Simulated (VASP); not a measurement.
A run of VASP 6.6.1 is set up as follows.

Contents of INCAR:

```
PREC     = Accurate       # precision mode
ENCUT    = 520            # plane-wave cutoff, eV
EDIFF    = 1E-6           # SCF threshold, eV
ISMEAR   = -1             # smearing method
SIGMA    = 0.1            # smearing width, eV
LREAL    = Auto         
LASPH    = T              # aspherical terms in the spheres
NELM     = 100            # most SCF steps
ALGO     = Normal         # electronic algorithm
ISIF     = 2              # what is computed and relaxed
LWAVE    = F              # write WAVECAR
LCHARG   = F              # write CHGCAR
GGA      = PE             # functional
NBANDS   = 150            # bands
```

Contents of KPOINTS:

```
regular mesh
0
Gamma
  1 2 1
```

The input POSCAR:

```
Rh
1.0
   11.4000000000      0.0000000000      0.0000000000
    0.0000000000      5.3740120000      0.0000000000
    0.0000000000      0.0000000000     13.6870060000
Rh
18
Direct
    0.0000000000      0.0000000000      0.0730619976
    0.3333333333      0.0000000000      0.0730619976
    0.6666666667      0.0000000000      0.0730619976
    0.0000000000      0.4999988835      0.0730619976
    0.3333333333      0.4999988835      0.0730619976
    0.6666666667      0.4999988835      0.0730619976
    0.1663684211      0.2456451530      0.1778986580
    0.5057543860      0.2584847224      0.1592897672
    0.8433070175      0.2414583369      0.1524073271
    0.1807017544      0.7493842589      0.1668443778
    0.5082631579      0.7598606032      0.1609044374
    0.8396052632      0.7381635917      0.1571855817
   -0.0029298246      0.0096017649      0.2649008848
    0.3432105263      0.0198175962      0.2460581956
    0.6755263158      0.0181242617      0.2506026519
    0.0102982456      0.4989382234      0.2525461010
    0.3632105263      0.4949188800      0.2652004390
    0.6828771930      0.5257152384      0.2465330986
```

Potentials or basis: VASP PAW PBE potentials, release 64 (Rh_pv).

The run is started by

```console
$ cat potpaw_PBE.64/Rh_pv/POTCAR > POTCAR
$ mpirun -np 1 vasp_std > vasp.out
```

(1) What does it give for the largest force?

(2) Estimate the band gap on the k mesh.

Answers

(1) 2.631 eV/Å.

(2) zero (bands 135 and 136 overlap by 0.32 eV).

Caveat: the k points lie up to 0.58 Å⁻¹ apart; the atoms stand as in a frame of molecular dynamics.
